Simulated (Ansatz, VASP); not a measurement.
## SnO2: VASP beside Ansatz

File INCAR:

```
ALGO = Normal
EDIFF = 1E-6
ENCUT = 520
GGA = PE
ISIF = 2
ISMEAR = 0
IVDW = 12
LASPH = True
LCHARG = True
LELF = True
LREAL = False
LVHAR = True
LWAVE = False
NBANDS = 64
NELM = 80
PREC = Accurate
SIGMA = 0.05
```

KPOINTS

```
k-points
0
Gamma
  6 6 6
```

The input POSCAR:

```
SnO2
1.0
    3.2373377712      1.8690778337      4.2908446647
   -3.2373377712      1.8690778337      4.2908446647
    0.0000000000     -3.7381556673      4.2908446647
Sn O
4 8
Direct
    0.8647848676      0.8647759531      0.8647759531
    0.3647872705      0.3647963248      0.8647838865
    0.3647872705      0.8647838865      0.3647963248
    0.8647908851      0.3647917101      0.3647917101
    0.1396462581      0.6119451430      0.6119451266
    0.6396077147      0.1119649456      0.6119482290
    0.6396077147      0.6119482454      0.1119649292
    0.5899584267      0.6176267976      0.6176268141
    0.1396333528      0.1119636610      0.1119636445
    0.0899286212      0.1176292681      0.6176073767
    0.0899286211      0.6176073603      0.1176292846
    0.5899746436      0.1176178810      0.1176178975
```

Input for Ansatz:

```yaml
crystal:
  lattice:
    - [3.2373377712, 1.8690778337, 4.2908446647]
    - [-3.2373377712, 1.8690778337, 4.2908446647]
    - [0.0, -3.7381556673, 4.2908446647]
  atoms:
    - { symbol: Sn, position: [0.8647848676, 0.8647759531, 0.8647759531] }
    - { symbol: Sn, position: [0.3647872705, 0.3647963248, 0.8647838865] }
    - { symbol: Sn, position: [0.3647872705, 0.8647838865, 0.3647963248] }
    - { symbol: Sn, position: [0.8647908851, 0.3647917101, 0.3647917101] }
    - { symbol: O, position: [0.1396462581, 0.611945143, 0.6119451266] }
    - { symbol: O, position: [0.6396077147, 0.1119649456, 0.611948229] }
    - { symbol: O, position: [0.6396077147, 0.6119482454, 0.1119649292] }
    - { symbol: O, position: [0.5899584267, 0.6176267976, 0.6176268141] }
    - { symbol: O, position: [0.1396333528, 0.111963661, 0.1119636445] }
    - { symbol: O, position: [0.0899286212, 0.1176292681, 0.6176073767] }
    - { symbol: O, position: [0.0899286211, 0.6176073603, 0.1176292846] }
    - { symbol: O, position: [0.5899746436, 0.117617881, 0.1176178975] }
basis:
  ecutwfc: 520.0
kpoints:
  mp_grid: { grid: [6, 6, 6] }
hamiltonian:
  xc: pbe
  pseudopotentials: { kind: paw, azcp: { folder: soft_1 } }
  dispersion: d3bj
scf:
  occupations: { method: gaussian, width: 0.05 }
output:
  forces: true
  stress: true
  eigenvalues: true
```

Change from the starting cell: mode 20 frozen in at +0.000 Å and mode 26 at +0.103 Å (largest displacements).

Alike in both runs: task single point; functional PBE; dispersion D3(BJ); k mesh 6 × 6 × 6; occupations gaussian, width 0.05 eV; no spin polarisation.

|  | VASP | Ansatz |
| --- | --- | --- |
| version | VASP 6.6.1 | Ansatz 0.2.0 |
| potentials or method | VASP PAW PBE potentials, release 64 (Sn_d, O), cutoff 520 eV | scalar-relativistic, plane waves, PAW |
| valence electrons in the cell | 104 | 104 |

|  | VASP | Ansatz | Ansatz less VASP |
| --- | --- | --- | --- |
| gap on the k mesh at the Fermi level (eV) | 1.51 | 1.53 | +0.022 |
| least direct gap on the mesh (eV) | 1.51 | 1.53 | +0.019 |
| pressure (GPa) | 2.0 | 1.3 | -0.69 |
| traceless stress, the component that is largest in VASP (GPa) | 7.69 | 7.57 | -0.118 |
| rms of the force components (eV/Å) | 0.574 | 0.560 | -0.0138 |

Atom by atom the forces differ by 0.029 eV/Å (rms over components). Ansatz's warnings: near symmetry operation missed by atoms.
